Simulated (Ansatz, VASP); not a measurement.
**Two plane-wave programs on CuO**

INCAR

```
  ALGO = Normal
  EDIFF = 1E-6
  EDIFFG = -0.01
  ENCUT = 600
  GGA = PE
  IBRION = 2
  ISIF = 3
  ISMEAR = 0
  LASPH = True
  LCHARG = False
  LREAL = False
  LWAVE = False
  NELM = 100
  NSW = 80
  PREC = Accurate
  SIGMA = 0.05
```

File KPOINTS:

```
k-points
0
Gamma
  12 12 8
```

Contents of POSCAR:

```
CuO
1.0
    2.3418500000     -1.7113000000      0.0000000000
    2.3418500000      1.7113000000      0.0000000000
   -0.8500274268      0.0000000000      5.0578693947
Cu O
2 2
Direct
    0.0000000000      0.5000000000      0.0000000000
    0.5000000000      0.0000000000      0.5000000000
    0.5816000000      0.4184000000      0.2500000000
    0.4184000000      0.5816000000      0.7500000000
```

Input for Ansatz:

```yaml
crystal:
  lattice:
    - [2.34185, -1.7113, 0.0]
    - [2.34185, 1.7113, 0.0]
    - [-0.8500274268, 0.0, 5.0578693947]
  atoms:
    - { symbol: Cu, position: [0.0, 0.5, 0.0] }
    - { symbol: Cu, position: [0.5, 0.0, 0.5] }
    - { symbol: O, position: [0.5816, 0.4184, 0.25] }
    - { symbol: O, position: [0.4184, 0.5816, 0.75] }
basis:
  ecutwfc: 420
  ecutrho_ratio: 4
kpoints:
  mp_grid: { grid: [12, 12, 8] }
hamiltonian:
  xc: pbe
scf:
  occupations: { method: gaussian, width: 0.05 }
output:
  forces: true
  stress: true
  eigenvalues: true
relax:
  f_tol: 0.01
  max_steps: 60
  cell: { stress_tol: 0.04 }
```

Alike in both runs: task relaxation of cell and atoms; functional PBE; k mesh 12 × 12 × 8; occupations gaussian, width 0.05 eV; no spin polarisation.

|  | VASP | Ansatz |
| --- | --- | --- |
| version | VASP 6.6.1 | Ansatz 0.2.0 |
| potentials or method | VASP PAW PBE potentials, release 64 (Cu, O), cutoff 600 eV | scalar-relativistic, plane waves, PAW |
| valence electrons in the cell | 34 | 50 |

VASP gave:

```
gap on the k mesh at the Fermi level, each at its own relaxed structure (eV)  : none
relaxed volume (Å³/atom)                                                      : 11.19
relaxed length of the cell vector where the two differ most in proportion (Å) : 5.167
```

Task: Which values does Ansatz return?

Result: gap on the k mesh at the Fermi level, each at its own relaxed structure (eV): none; relaxed volume (Å³/atom): 11.20; relaxed length of the cell vector where the two differ most in proportion (Å): 5.152.

A gap of «none» marks a metal or a gap that the smearing closes. VASP's potentials hold 34 valence electrons a cell and Ansatz's 50, so a difference there can come from the potentials and not from the codes.
